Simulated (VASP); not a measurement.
Crystal: Pt.

```
CELL_PARAMETERS angstrom
0.00000 1.96090 1.96090
1.96090 0.00000 1.96090
1.96090 1.96090 0.00000
ATOMIC_POSITIONS crystal
Pt 0.00000 0.00000 0.00000
```

Base run:

```yaml
Program: VASP 6.6.1
Functional: r2SCAN
Potentials_or_basis: VASP PAW PBE potentials, release 64 (Pt)
Cutoff: 520 eV
k_mesh: 12 × 12 × 12
Occupations: fermi-dirac, width 0.05 eV
Spin: no spin polarisation
```

Its results: band gap on the k mesh zero (band 5 reaches 11.56 eV, above the bottom of band 6 at 9.18 eV); pressure 4.9 GPa.

**Question.** The run is repeated on the same cell with these changes: k mesh from 12 × 12 × 12 to 7 × 7 × 7. What comes out?

**Answer.** Band gap on the k mesh zero (band 5 reaches 11.35 eV, above the bottom of band 6 at 9.19 eV); pressure 6.3 GPa.

Caveats: some runs use coarse meshes; the PAW data sets were made with another functional, which shifts forces and pressure a little; spin-orbit coupling is left out, which moves the levels of the heavy elements.
